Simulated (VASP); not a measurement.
# RuWO4 in VASP: single point with PBE

Aim: the single point of RuWO4 with PBE.

All numbers are computed with VASP 6.6.1; they aren't measurements. Logs are shortened: lines on timing, memory, paths and dates and some standing lists are left out, and cuts for length are marked.

### Step 1. The cell of the first run

The typed cell holds 24 atoms: a = 6.901 Å, b = 6.810 Å, c = 7.445 Å, α = 117.18°, β = 117.57°, γ = 90.07°.

### Step 2. Single point, PBE

INCAR

```
SYSTEM = RuWO4
PREC = Accurate ; ENCUT = 700
EDIFF = 1E-6 ; ISMEAR = 0
SIGMA = 0.1 ; LREAL = Auto
LASPH = .TRUE. ; NELM = 120
ALGO = Normal ; ISIF = 2
LWAVE = .FALSE. ; LCHARG = .FALSE.
GGA = PE ; NBANDS = 126
ISYM = 0 ; GGA_COMPAT = .FALSE.
```

KPOINTS

```
Automatic mesh
0
Gamma
  2 2 2
  0.5 0.5 0.5
```

POSCAR

```
RuWO4
1.0
    4.8827577596     -4.8766381026     -0.0000018103
   -4.8186469902     -4.8125273332      0.0000200705
   -0.0320411622      4.8445945871     -5.6534929629
O Ru W
16 4 4
Direct
    0.7528462825      0.4665933843      0.5008797736
    0.5014167542      0.2150552522     -0.0019653599
    0.2527074886      0.9663784345      0.5006093687
    0.0014056322      0.7151436813      0.9979612942
    0.7470010127      0.0369822780      0.5008969246
    0.4955902372      0.7856264842      0.9980396961
    0.2468599813      0.5368815292      0.5005893475
   -0.0044722438      0.2854996653      0.9979410229
    0.9272221370      0.1245977763      0.2494172395
    0.6589621608      0.8738886314      0.7493837799
    0.4272033464      0.6245489592      0.2493286052
    0.1589861734      0.3738910570      0.7493952883
    0.3211725887      0.1274960156      0.2494086624
    0.0893902321      0.8781450995      0.7493667897
    0.8211022751      0.6274618852      0.2493419074
    0.5893937778      0.3781792793      0.7494026024
    0.6242643834      0.1261104684      0.2495797058
    0.3741335283      0.8759289915      0.7493029011
    0.1240802109      0.6259067147      0.2491665678
    0.8742040875      0.3760884814      0.7494333389
    0.7578815053      0.7597427570      0.5167824114
    0.4904869935      0.4922890342      0.9820102257
    0.2578686663      0.2596678718      0.5167547329
    0.9904940685      0.9923629846      0.9820157259
```

Potentials or basis: VASP PAW PBE potentials, release 64 (O, Ru_sv, W_sv).

Command:

```sh
$ cat potpaw_PBE.64/O/POTCAR potpaw_PBE.64/Ru_sv/POTCAR potpaw_PBE.64/W_sv/POTCAR > POTCAR
$ mpirun -np 1 vasp_std > vasp.out
```

OUTCAR:

```text
SYSTEM = RuWO4
   PREC = Accurate
   ENCUT = 700
   EDIFF = 1E-6
   ISMEAR = 0
   LREAL = Auto
   LASPH = .TRUE.
   NELM = 120
   ISIF = 2
   GGA = PE
   ISYM = 0

 ion  position               nearest neighbor table
   1  0.753  0.467  0.501-  21 1.94  20 2.03  17 2.04
   2  0.501  0.215  0.998-  22 1.94  18 2.03  17 2.04
   3  0.253  0.966  0.501-  23 1.94  18 2.03  19 2.04
   4  0.001  0.715  0.998-  24 1.94  20 2.03  19 2.04
   5  0.747  0.037  0.501-  21 1.94  20 2.03  17 2.04
   6  0.496  0.786  0.998-  22 1.95  18 2.03  17 2.04
[... 8 lines left out ...]
  15  0.821  0.627  0.249-  22 2.03  21 2.03  19 2.09
  16  0.589  0.378  0.749-  20 1.97  22 1.98  23 1.98
  17  0.624  0.126  0.250-   5 2.04   1 2.04   6 2.04   2 2.04  13 2.09   9 2.09
  18  0.374  0.876  0.749-  14 1.97  10 1.97   7 2.03   6 2.03   2 2.03   3 2.03
  19  0.124  0.626  0.249-   8 2.04   4 2.04   7 2.04   3 2.04  11 2.09  15 2.09
  20  0.874  0.376  0.749-  16 1.97  12 1.97   4 2.03   1 2.03   8 2.03   5 2.03
  21  0.758  0.760  0.517-   5 1.94   1 1.94  14 1.98  10 1.98  15 2.03  11 2.03  24 2.63  22 3.02

  22  0.490  0.492  0.982-   2 1.94   6 1.95  12 1.98  16 1.98  11 2.03  15 2.03  23 2.63  21 3.02

  23  0.258  0.260  0.517-   3 1.94   7 1.95  12 1.98  16 1.98   9 2.03  13 2.03  22 2.63  24 3.02

  24  0.990  0.992  0.982-   8 1.94   4 1.94  10 1.98  14 1.98   9 2.03  13 2.03  21 2.63  23 3.02

IMPORTANT INFORMATION: All symmetrisations will be switched off!
NOSYMM: (Re-)initialisation of all symmetry stuff for point group C_1.

----------------------------------------------------------------------------------------

                                     Primitive cell

  volume of cell :     265.6979

  direct lattice vectors                    reciprocal lattice vectors
     4.882757760 -4.876638103 -0.000001810     0.102400093 -0.102530674 -0.088440999
    -4.818646990 -4.812527333  0.000020071    -0.103764634 -0.103894814 -0.088441521
    -0.032041162  4.844594587 -5.653492963    -0.000000401 -0.000000336 -0.176882084

  length of vectors
     6.900936351  6.810270050  7.445341230     0.169764921  0.171415094  0.176882084

  position of ions in fractional coordinates (direct lattice)
     0.752846283  0.466593384  0.500879774
     0.501416754  0.215055252  0.998034640
     0.252707489  0.966378435  0.500609369
     0.001405632  0.715143681  0.997961294
     0.747001013  0.036982278  0.500896925
     0.495590237  0.785626484  0.998039696
[... 16 lines left out ...]
     0.257868666  0.259667872  0.516754733
     0.990494068  0.992362985  0.982015726

  ion indices of the primitive-cell ions
   primitive index   ion index
                 1           1
                 2           2
                 3           3
                 4           4
                 5           5
                 6           6
[... 16 lines left out ...]
                23          23
                24          24

----------------------------------------------------------------------------------------

 KPOINTS: Automatic mesh

Automatic generation of k-mesh.
 Grid dimensions read from file:
 generate k-points for:    2    2    2

 Generating k-lattice:

  Cartesian coordinates                     Fractional coordinates (reciprocal lattice)
     0.051200046 -0.051265337 -0.044220500     0.500000000 -0.000000000  0.000000000
    -0.051882317 -0.051947407 -0.044220760    -0.000000000  0.500000000  0.000000000
    -0.000000201 -0.000000168 -0.088441042     0.000000000  0.000000000  0.500000000

  Length of vectors
     0.084882461  0.085707547  0.088441042

  Shift w.r.t. Gamma in fractional coordinates (k-lattice)
     0.500000000  0.500000000  0.500000000

 Subroutine IBZKPT returns following result:
 ===========================================

 Found      4 irreducible k-points:

 Following reciprocal coordinates:
            Coordinates               Weight
  0.250000  0.250000  0.250000      2.000000
 -0.250000  0.250000  0.250000      2.000000
  0.250000 -0.250000  0.250000      2.000000
 -0.250000 -0.250000  0.250000      2.000000
   k-points           NKPTS =      4   k-points in BZ     NKDIM =      4   number of bands    NBANDS=    126
   number of dos      NEDOS =    301   number of ions     NIONS =     24
   total plane-waves  NPLWV = 230400
   dimension x,y,z NGX =    60 NGY =   60 NGZ =   64
   dimension x,y,z NGXF=   120 NGYF=  120 NGZF=  128
   ions per type =              16   4   4
   NGX,Y,Z   is equivalent  to a cutoff of  14.45, 14.65, 14.29 a.u.
   NGXF,Y,Z  is equivalent  to a cutoff of  28.91, 29.29, 28.58 a.u.
 SYSTEM =  RuWO4
   PREC   = accura    normal or accurate (medium, high low for compatibility)
   ISTART =      0    job   : 0-new  1-cont  2-samecut
   ICHARG =      2    charge: 1-file 2-atom 10-const
   ISPIN  =      1    spin polarized calculation?
   LNONCOLLINEAR =      F non collinear calculations
   LSORBIT =      F    spin-orbit coupling
   LASPH  =      T    aspherical Exc in radial PAW
   ENCUT  =  700.0 eV  51.45 Ry    7.17 a.u.  14.89 14.69 16.06*2*pi/ulx,y,z
   NELM   =    120;   NELMIN=  2; NELMDL= -5     # of ELM steps
   EDIFF  = 0.1E-05   stopping-criterion for ELM
   LREAL  =      T    real-space projection
   EDIFFG = 0.1E-04   stopping-criterion for IOM
   NSW    =      0    number of steps for IOM
   IBRION =     -1    ionic relax: 0-MD 1-quasi-New 2-CG
   NFREE  =      0    steps in history (QN), initial steepest desc. (CG)
   ISIF   =      2    stress and relaxation
   ISYM   =      0    0-nonsym 1-usesym 2-fastsym
   POTIM  = 0.5000    time-step for ionic-motion
   TEBEG  =    0.0;   TEEND  =   0.0 temperature during run
   PSTRESS=    0.0 pullay stress
   NELECT =     216.0000    total number of electrons
   NUPDOWN=      -1.0000    fix difference up-down
   EMIN   =  10.00;   EMAX   =-10.00  energy-range for DOS
   EFERMI =   0.00;   METHOD = LEGACY
   ISMEAR =     0;   SIGMA  =   0.10  broadening in eV -4-tet -1-fermi 0-gaus
   EFERMI_NEDOS =   21; number of points for ismear=-14 and -15
   IALGO  =     38    algorithm
   IMIX   =      4    mixing-type and parameters
     AMIX     =   0.40;   BMIX     =  1.00
     AMIX_MAG =   1.60;   BMIX_MAG =  1.00
  volume/ion in A,a.u.               =      11.07        74.71
  Fermi-wavevector in a.u.,A,eV,Ry     =   1.527906  2.887324 31.762765  2.334497
  Thomas-Fermi vector in A             =   2.635738
   LORBIT       =      0    0 simple, 1 ext, 2 COOP (PROOUT), +10 PAW based schemes
   GGA     = PE    functional components
   LHFCALC =     F    Hartree Fock is set to
   AEXX    =    0.0000 exact exchange contribution
   IVDW    =     0    specifies the selected vdW correction
   LEPSILON=     F    determine dielectric tensor
   LRPA    =     F    only Hartree local field effects (RPA)
 non-spin polarized calculation
 Gauss-broadening in eV      SIGMA  =   0.10
  energy-cutoff  :      700.00
  volume of cell :      265.70
 maximum number of plane-waves:     11200
   NGX = 29   NGY = 29   NGZ = 33

 number of electron     216.0000000 magnetization

 Free energy of the ion-electron system (eV)
  ---------------------------------------------------
  ext. energy  EPLUGINS =         0.00000000
  ---------------------------------------------------
  free energy    TOTEN  =      -205.10033377 eV

  energy without entropy =     -205.05515988  energy(sigma->0) =     -205.07774683

 E-fermi :   7.2589     XC(G=0): -11.8066

 val. band max:        7.0494453847   @ k =  -0.2500  -0.2500   0.2500
 cond. band min:       7.3002619457   @ k =  -0.2500   0.2500   0.2500
 fundamental gap:      0.2508165609
 Fermi energy:         7.2588811686

 k-point     1 :       0.2500    0.2500    0.2500
  band No.  band energies     occupation
      1     -68.1901      2.00000
      2     -68.1811      2.00000
      3     -68.1393      2.00000
      4     -68.1303      2.00000
      5     -66.2474      2.00000
      6     -66.2388      2.00000
[... 112 lines left out ...]
    119       9.7800      0.00000
    120       9.7808      0.00000

 k-point     2 :      -0.2500    0.2500    0.2500
  band No.  band energies     occupation
      1     -68.1865      2.00000
      2     -68.1855      2.00000
      3     -68.1349      2.00000
      4     -68.1339      2.00000
      5     -66.2471      2.00000
      6     -66.2393      2.00000
[... 112 lines left out ...]
    119       9.7115      0.00000
    120       9.8021      0.00000

 k-point     3 :       0.2500   -0.2500    0.2500
  band No.  band energies     occupation
      1     -68.1865      2.00000
      2     -68.1855      2.00000
      3     -68.1349      2.00000
      4     -68.1339      2.00000
      5     -66.2471      2.00000
      6     -66.2393      2.00000
[... 112 lines left out ...]
    119       9.7115      0.00000
    120       9.8021      0.00000

 k-point     4 :      -0.2500   -0.2500    0.2500
  band No.  band energies     occupation
      1     -68.1901      2.00000
      2     -68.1811      2.00000
      3     -68.1393      2.00000
      4     -68.1303      2.00000
      5     -66.2474      2.00000
      6     -66.2388      2.00000
[... 112 lines left out ...]
    119       9.5311      0.00000
    120       9.7273      0.00000
 [bands above 120 left out]

------------------------ aborting loop because EDIFF is reached ----------------------------------------

  FORCE on cell =-STRESS in cart. coord.  units (eV):
  Direction    XX          YY          ZZ          XY          YZ          ZX
  --------------------------------------------------------------------------------------
  -------------------------------------------------------------------------------------
  Total        0.7989930      0.7772224      1.6018048      0.2479952      0.0015173      0.0040632
  in kB        4.8179845      4.6867062      9.6589967      1.4954287      0.0091495      0.0245017
  external PRESSURE =       6.3878958 kB  Pullay stress =       0.0000000 kB

 VOLUME and BASIS-vectors are now :
 -----------------------------------------------------------------------------
  energy-cutoff  :      700.00
  volume of cell :      265.70
      direct lattice vectors                 reciprocal lattice vectors
     4.882757760 -4.876638103 -0.000001810     0.102400093 -0.102530674 -0.088440999
    -4.818646990 -4.812527333  0.000020071    -0.103764634 -0.103894814 -0.088441521
    -0.032041162  4.844594587 -5.653492963    -0.000000401 -0.000000336 -0.176882084

 POSITION                                       TOTAL-FORCE (eV/Angst)
 -----------------------------------------------------------------------------------
      1.41157     -3.49029     -2.83171         0.109139      0.110100      0.001106
      1.38004      1.35489     -5.64238         0.106935      0.105333      0.000301
     -3.43877     -3.45784     -2.83017         0.106115      0.107348     -0.001445
     -3.47114      1.38621     -5.64195         0.107507      0.105682      0.001792
      3.45317     -1.39419     -2.83182        -0.110762     -0.109769     -0.002126
     -1.39779     -1.36257     -5.64240        -0.104889     -0.106192     -0.000163
[... 16 lines left out ...]
     -0.00869     -0.00372     -2.92146        -0.000713      0.001934      0.080019
      0.02303     -4.84859     -5.55180         0.001544     -0.001895     -0.080874
 -----------------------------------------------------------------------------------
    total drift:                                0.001731     -0.009046      0.005266

  FREE ENERGIE OF THE ION-ELECTRON SYSTEM (eV)
  ---------------------------------------------------
  free  energy   TOTEN  =      -205.1003337719 eV

  energy  without entropy=     -205.0551598834  energy(sigma->0) =     -205.07774683
```

Wall time 6.9 min (1 thread of Intel Xeon Platinum 8488C (Sapphire Rapids), shared host); peak memory 0.58 GiB.

What came out:

```
Free energy            : -205.1003 eV
Pressure               : 0.6 GPa
Largest force          : 0.226 eV/Å
Band gap on the k mesh : zero (bands 108 and 109 overlap by 0.25 eV)
```

Forces in eV/Å, atoms in the order of the input:
```
O    0.109  0.110  0.001
O    0.107  0.105  0.000
O    0.106  0.107 -0.001
O    0.108  0.106  0.002
O   -0.111 -0.110 -0.002
O   -0.105 -0.106  0.000
O   -0.106 -0.105 -0.005
O   -0.107 -0.109  0.001
O   -0.098  0.100  0.000
O   -0.158  0.162  0.001
O   -0.099  0.100 -0.002
O   -0.158  0.159  0.001
O    0.097 -0.099  0.001
O    0.158 -0.160  0.000
O    0.098 -0.100  0.001
O    0.156 -0.159  0.000
Ru   0.001 -0.001  0.005
Ru  -0.001 -0.003  0.001
Ru  -0.001  0.000 -0.003
Ru   0.002  0.002  0.001
W    0.001  0.004  0.082
W    0.001 -0.004 -0.082
W   -0.001  0.002  0.080
W    0.002 -0.002 -0.081
```

Stress tensor (GPa, compression positive):
```
0.48 0.15 0.00
0.15 0.47 0.00
0.00 0.00 0.97
```

Levels at points of the mesh, in eV from the Fermi level:
```tsv
k point	band 104	band 105	band 106	band 107	band 108	band 109	band 110	band 111
(0.25, 0.25, 0.25)	-0.72	-0.57	-0.34	-0.32	-0.26	0.38	0.47	0.67
```

Caveat: the k points lie up to 0.54 Å⁻¹ apart; spin-orbit coupling is left out, which moves the levels of the heavy elements.

The gap in the log of VASP goes by the Fermi energy; the results here count the filled bands.